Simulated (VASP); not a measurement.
# NaCl (Fm-3m) in VASP: a series of runs

NaCl is run at these levels: PBE; tasks: single point.

Everything below comes from runs of VASP 6.6.1. Logs are shortened: lines on timing, memory, paths and dates and some standing lists are left out, and cuts for length are marked.

**1. The cell of the first run**

The structure is cubic, space group Fm-3m (No. 225). Conventional cell: a = 5.605 Å, b = 5.605 Å, c = 5.605 Å, α = 90.00°, β = 90.00°, γ = 90.00°. Within 3.7 Å of Na (site symmetry m-3m) lie 6 Cl at 2.80 Å. Within 3.7 Å of Cl (site symmetry m-3m) lie 6 Na at 2.80 Å.

**2. Single point, PBE**

Contents of INCAR:

```
SYSTEM = NaCl
ALGO = Normal ; EDIFF = 1E-6
ENCUT = 520 ; GGA = PE
ISIF = 2 ; ISMEAR = 0
LASPH = .TRUE. ; LCHARG = .TRUE.
LELF = .TRUE. ; LREAL = .FALSE.
LVHAR = .TRUE. ; LWAVE = .FALSE.
NBANDS = 14 ; NELM = 100
PREC = Accurate ; SIGMA = 0.01
```

Contents of KPOINTS:

```
k-points
0
G
  6 6 6
  0 0 0
```

Contents of POSCAR:

```
NaCl
1.0
    0.0000000000      2.8027319522      2.8027319522
    2.8027319522      0.0000000000      2.8027319522
    2.8027319522      2.8027319522      0.0000000000
Na Cl
1 1
Direct
    0.0000000000      0.0000000000      0.0000000000
    0.5000000000      0.5000000000      0.5000000000
```

Potentials or basis: VASP PAW PBE potentials, release 64 (Na_pv, Cl).

Started as:

```bash
$ cat potpaw_PBE.64/Na_pv/POTCAR potpaw_PBE.64/Cl/POTCAR > POTCAR
$ mpirun -np 1 vasp_std > vasp.out
```

OUTCAR:

```text
SYSTEM = NaCl
   EDIFF = 1E-6
   ENCUT = 520
   GGA = PE
   ISIF = 2
   ISMEAR = 0
   LASPH = .TRUE.
   LREAL = .FALSE.
   NELM = 100
   PREC = Accurate

 ion  position               nearest neighbor table
   1  0.000  0.000  0.000-
   2  0.500  0.500  0.500-

  LATTYP: Found a face centered cubic cell.
 ALAT       =     5.6054639044

  Lattice vectors:

 A1 = (   0.0000000000,   2.8027319522,   2.8027319522)
 A2 = (   2.8027319522,   0.0000000000,   2.8027319522)
 A3 = (   2.8027319522,   2.8027319522,   0.0000000000)

Analysis of symmetry for initial positions (statically):
=====================================================================
 Subroutine PRICEL returns:
 Original cell was already a primitive cell.

 Routine SETGRP: Setting up the symmetry group for a
 face centered cubic supercell.

 Subroutine GETGRP returns: Found 48 space group operations
 (whereof 48 operations were pure point group operations)
 out of a pool of 48 trial point group operations.

The static configuration has the point symmetry O_h .

Analysis of symmetry for dynamics (positions and initial velocities):
=====================================================================
 Subroutine PRICEL returns:
 Original cell was already a primitive cell.

 Routine SETGRP: Setting up the symmetry group for a
 face centered cubic supercell.

 Subroutine GETGRP returns: Found 48 space group operations
 (whereof 48 operations were pure point group operations)
 out of a pool of 48 trial point group operations.

The dynamic configuration has the point symmetry O_h .

 Subroutine INISYM returns: Found 48 space group operations
 (whereof 48 operations are pure point group operations),
 and found     1 'primitive' translations

----------------------------------------------------------------------------------------

                                     Primitive cell

  volume of cell :      44.0326

  direct lattice vectors                    reciprocal lattice vectors
     0.000000000  2.802731952  2.802731952    -0.178397367  0.178397367  0.178397367
     2.802731952  0.000000000  2.802731952     0.178397367 -0.178397367  0.178397367
     2.802731952  2.802731952  0.000000000     0.178397367  0.178397367 -0.178397367

  length of vectors
     3.963661538  3.963661538  3.963661538     0.308993303  0.308993303  0.308993303

  position of ions in fractional coordinates (direct lattice)
     0.000000000  0.000000000  0.000000000
     0.500000000  0.500000000  0.500000000
[... 78 lines left out ...]
   PSTRESS=    0.0 pullay stress
   NELECT =      14.0000    total number of electrons
   NUPDOWN=      -1.0000    fix difference up-down
   EMIN   =  10.00;   EMAX   =-10.00  energy-range for DOS
   EFERMI =   0.00;   METHOD = LEGACY
   ISMEAR =     0;   SIGMA  =   0.01  broadening in eV -4-tet -1-fermi 0-gaus
   EFERMI_NEDOS =   21; number of points for ismear=-14 and -15
   IALGO  =     38    algorithm
   IMIX   =      4    mixing-type and parameters
     AMIX     =   0.40;   BMIX     =  1.00
     AMIX_MAG =   1.60;   BMIX_MAG =  1.00
  volume/ion in A,a.u.               =      22.02       148.57
  Fermi-wavevector in a.u.,A,eV,Ry     =   1.117359  2.111502 16.986744  1.248490
  Thomas-Fermi vector in A             =   2.253981
   LORBIT       =      0    0 simple, 1 ext, 2 COOP (PROOUT), +10 PAW based schemes
   GGA     = PE    functional components
   LHFCALC =     F    Hartree Fock is set to
   AEXX    =    0.0000 exact exchange contribution
   IVDW    =     0    specifies the selected vdW correction
   LEPSILON=     F    determine dielectric tensor
   LRPA    =     F    only Hartree local field effects (RPA)
 non-spin polarized calculation
 Gauss-broadening in eV      SIGMA  =   0.01
  energy-cutoff  :      520.00
  volume of cell :       44.03
 maximum number of plane-waves:      1243
 NGX is ok and might be reduce to    30
   NGX = 15   NGY = 15   NGZ = 15

 number of electron      14.0000003 magnetization

 Free energy of the ion-electron system (eV)
  ---------------------------------------------------
  ext. energy  EPLUGINS =         0.00000000
  ---------------------------------------------------
  free energy    TOTEN  =        -6.76941825 eV

  energy without entropy =       -6.76941825  energy(sigma->0) =       -6.76941825

 E-fermi :  -0.4920     XC(G=0):  -8.2453

 val. band max:       -0.6239257614   @ k =   0.0000   0.0000   0.0000
 cond. band min:       4.5552448548   @ k =   0.0000   0.0000   0.0000
 fundamental gap:      5.1791706162
 Fermi energy:        -0.4920325895

 k-point     1 :       0.0000    0.0000    0.0000
  band No.  band energies     occupation
      1     -21.4075      2.00000
      2     -21.4074      2.00000
      3     -21.4074      2.00000
      4     -13.3248      2.00000
      5      -0.6239      2.00000
      6      -0.6239      2.00000
      7      -0.6239      2.00000
      8       4.5552      0.00000
      9      10.5153      0.00000
     10      10.5153      0.00000
     11      10.5153      0.00000
     12      12.7001      0.00000
     13      12.7001      0.00000
     14      14.3369      0.00000
[... 241 lines left out ...]
      1     -21.4259      2.00000
      2     -21.4194      2.00000
      3     -21.4179      2.00000
      4     -12.9065      2.00000
      5      -2.0992      2.00000
      6      -1.5606      2.00000
      7      -1.3606      2.00000
      8       7.8304      0.00000
      9       8.2891      0.00000
     10       9.9711      0.00000
     11      11.5488      0.00000
     12      14.7279      0.00000
     13      15.7281      0.00000
     14      15.8377      0.00000

------------------------ aborting loop because EDIFF is reached ----------------------------------------

  FORCE on cell =-STRESS in cart. coord.  units (eV):
  Direction    XX          YY          ZZ          XY          YZ          ZX
  --------------------------------------------------------------------------------------
  -------------------------------------------------------------------------------------
  Total        0.3416449      0.3416449      0.3416449      0.0000000      0.0000000      0.0000000
  in kB       12.4311352     12.4311352     12.4311352      0.0000000      0.0000000      0.0000000
  external PRESSURE =      12.4311352 kB  Pullay stress =       0.0000000 kB

 VOLUME and BASIS-vectors are now :
 -----------------------------------------------------------------------------
  energy-cutoff  :      520.00
  volume of cell :       44.03
      direct lattice vectors                 reciprocal lattice vectors
     0.000000000  2.802731952  2.802731952    -0.178397367  0.178397367  0.178397367
     2.802731952  0.000000000  2.802731952     0.178397367 -0.178397367  0.178397367
     2.802731952  2.802731952  0.000000000     0.178397367  0.178397367 -0.178397367

 POSITION                                       TOTAL-FORCE (eV/Angst)
 -----------------------------------------------------------------------------------
      0.00000      0.00000      0.00000         0.000000      0.000000      0.000000
      2.80273      2.80273      2.80273        -0.000000     -0.000000     -0.000000
 -----------------------------------------------------------------------------------
    total drift:                               -0.000000      0.000000      0.000000

  FREE ENERGIE OF THE ION-ELECTRON SYSTEM (eV)
  ---------------------------------------------------
  free  energy   TOTEN  =        -6.7694182477 eV

  energy  without entropy=       -6.7694182477  energy(sigma->0) =       -6.76941825
```

It took 10 s on 1 thread of AMD EPYC 7R13 (Zen 3), shared host; peak memory 0.13 GiB.

Results:

| Property | Result |
| --- | --- |
| Free energy | -6.7694 eV |
| Pressure | 1.2 GPa |
| Band gap on the k mesh | 5.18 eV, direct |

Expect the measured gap to be larger: semilocal functionals such as PBE lack the derivative discontinuity.

**3. Single point, PBE**

Contents of INCAR:

```
PREC = Accurate
ENCUT = 520
EDIFF = 1E-6
ISMEAR = 0
SIGMA = 0.01
LREAL = False
LASPH = True
NELM = 60
ALGO = Normal
ISIF = 2
LWAVE = False
LCHARG = True
GGA = PE
LELF = True
LVHAR = True
NBANDS = 14
```

Contents of KPOINTS:

```
Automatic mesh
0
Gamma
  6 6 6
```

POSCAR is that of step 2.

Potentials or basis: VASP PAW PBE potentials, release 64 (Na_pv, Cl).

Started as:

```bash
$ cat potpaw_PBE.64/Na_pv/POTCAR potpaw_PBE.64/Cl/POTCAR > POTCAR
$ mpirun -np 1 vasp_std > vasp.out
```

OUTCAR:

```text
PREC = Accurate
   ENCUT = 520
   EDIFF = 1E-6
   ISMEAR = 0
   LREAL = False
   LASPH = True
   NELM = 60
   ISIF = 2
   GGA = PE

 ion  position               nearest neighbor table
   1  0.000  0.000  0.000-
   2  0.500  0.500  0.500-

  LATTYP: Found a face centered cubic cell.
 ALAT       =     5.6054639044

  Lattice vectors:

 A1 = (   0.0000000000,   2.8027319522,   2.8027319522)
 A2 = (   2.8027319522,   0.0000000000,   2.8027319522)
 A3 = (   2.8027319522,   2.8027319522,   0.0000000000)

Analysis of symmetry for initial positions (statically):
=====================================================================
 Subroutine PRICEL returns:
 Original cell was already a primitive cell.

 Routine SETGRP: Setting up the symmetry group for a
 face centered cubic supercell.

 Subroutine GETGRP returns: Found 48 space group operations
 (whereof 48 operations were pure point group operations)
 out of a pool of 48 trial point group operations.

The static configuration has the point symmetry O_h .

[... 162 lines left out ...]
      2     -21.4074      2.00000
      3     -21.4074      2.00000
      4     -13.3248      2.00000
      5      -0.6239      2.00000
      6      -0.6239      2.00000
      7      -0.6239      2.00000
      8       4.5552      0.00000
      9      10.5153      0.00000
     10      10.5153      0.00000
     11      10.5153      0.00000
     12      12.7001      0.00000
     13      12.7001      0.00000
     14      14.3369      0.00000
[... 241 lines left out ...]
      1     -21.4259      2.00000
      2     -21.4194      2.00000
      3     -21.4179      2.00000
      4     -12.9065      2.00000
      5      -2.0992      2.00000
      6      -1.5606      2.00000
      7      -1.3606      2.00000
      8       7.8304      0.00000
      9       8.2891      0.00000
     10       9.9711      0.00000
     11      11.5488      0.00000
     12      14.7279      0.00000
     13      15.7281      0.00000
     14      15.8377      0.00000

------------------------ aborting loop because EDIFF is reached ----------------------------------------

  FORCE on cell =-STRESS in cart. coord.  units (eV):
  Direction    XX          YY          ZZ          XY          YZ          ZX
  --------------------------------------------------------------------------------------
  -------------------------------------------------------------------------------------
  Total        0.3416449      0.3416449      0.3416449      0.0000000      0.0000000      0.0000000
  in kB       12.4311352     12.4311352     12.4311352      0.0000000      0.0000000      0.0000000
  external PRESSURE =      12.4311352 kB  Pullay stress =       0.0000000 kB

 VOLUME and BASIS-vectors are now :
 -----------------------------------------------------------------------------
  energy-cutoff  :      520.00
  volume of cell :       44.03
      direct lattice vectors                 reciprocal lattice vectors
     0.000000000  2.802731952  2.802731952    -0.178397367  0.178397367  0.178397367
     2.802731952  0.000000000  2.802731952     0.178397367 -0.178397367  0.178397367
     2.802731952  2.802731952  0.000000000     0.178397367  0.178397367 -0.178397367

 POSITION                                       TOTAL-FORCE (eV/Angst)
 -----------------------------------------------------------------------------------
      0.00000      0.00000      0.00000         0.000000      0.000000      0.000000
      2.80273      2.80273      2.80273        -0.000000     -0.000000     -0.000000
 -----------------------------------------------------------------------------------
    total drift:                               -0.000000      0.000000      0.000000

  FREE ENERGIE OF THE ION-ELECTRON SYSTEM (eV)
  ---------------------------------------------------
  free  energy   TOTEN  =        -6.7694182477 eV

  energy  without entropy=       -6.7694182477  energy(sigma->0) =       -6.76941825
```

Run time: 11 s. Hardware: 1 thread of AMD EPYC 7R13 (Zen 3), shared host; peak memory 0.13 GiB.

Results:

```yaml
Free_energy: -6.7694 eV
Pressure: 1.2 GPa
Band_gap_on_the_k_mesh: 5.18 eV, direct
```
